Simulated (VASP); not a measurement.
The system is BaTiO3.

```
Ba Ti O
1.0
     2.82737    1.63238    2.31839
    -2.82737    1.63238    2.31839
     0.00000   -3.26476    2.31839
Ba Ti O
1 1 3
Cartesian
  0.0000 0.0000 0.0000
  0.0000 0.0000 3.3698
  0.0000 1.6033 2.3988
  -1.3885 -0.8017 2.3988
  1.3885 -0.8017 2.3988
```

Base run:

| Property | Result |
| --- | --- |
| Program | VASP 6.6.1 |
| Functional | PBEsol |
| Dispersion | D4 |
| Potentials or basis | VASP PAW PBE potentials, release 64 (Ba_sv, Ti_sv, O) |
| Cutoff | 520 eV |
| k mesh | 6 × 6 × 6 |
| Occupations | gaussian, width 0.01 eV |
| Spin | no spin polarisation |
| Hubbard terms | Ti d U = 7.0 eV |

Its results: band gap on the k mesh 3.11 eV, indirect (least direct gap 3.52 eV); pressure 5.4 GPa; largest force 1.997 eV/Å.

Problem. The run is repeated on the same cell with these changes: hubbard terms from Ti d U = 7.0 eV to Ti d U = 3.0 eV; further incar settings from ALGO = Normal; EDIFF = 1e-06; NBANDS = 28 to ALGO = Normal; EDIFF = 1e-07; NBANDS = 28. What comes out?

Solution. Band gap on the k mesh 2.63 eV, indirect (least direct gap 3.04 eV); pressure 1.6 GPa; largest force 0.918 eV/Å.

Caveats: the PAW data sets were made with another functional, which shifts forces and pressure a little; spin-orbit coupling is left out, which moves the levels of the heavy elements.

A k mesh can miss the band edges.
